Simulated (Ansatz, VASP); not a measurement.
## PbS in VASP and in Ansatz

```
Pb S
1.0
     4.20772    0.09945    0.57941
    -0.10756    4.24735    0.05143
    -0.81863   -0.09300    5.95266
Pb S
2 2
Direct
  0.74994 0.75000 0.75001
  0.25006 0.25000 0.24999
  0.25001 0.25000 0.75001
  0.74999 0.75000 0.24999
```

Change from the starting cell: the structure that the rattled cell fell into.

Alike in both runs: functional PBE; k mesh 8 × 8 × 6; occupations gaussian, width 0.02 eV; no spin polarisation.

Ansatz relaxed the structure, and its values are those at the end. VASP's run is a single point on that final structure, the one shown.

```csv
,VASP,Ansatz
version,VASP 6.6.1,Ansatz 0.2.0
potentials or method,"VASP PAW PBE potentials, release 64 (Pb_d, S), cutoff 520 eV","scalar-relativistic, plane waves, PAW"
valence electrons in the cell,40,40
```

|  | VASP | Ansatz | Ansatz less VASP |
| --- | --- | --- | --- |
| gap on the k mesh at the Fermi level (eV) | 0.50 | 0.49 | -0.007 |
| least direct gap on the mesh (eV) | 0.50 | 0.49 | -0.007 |
| pressure (GPa) | -0.1 | 0.0 | +0.07 |

With one functional, cell and mesh, what is left measures potentials, basis and numerics. Ansatz's warnings: near symmetry operations not taken.

Neither program's run includes spin-orbit coupling.
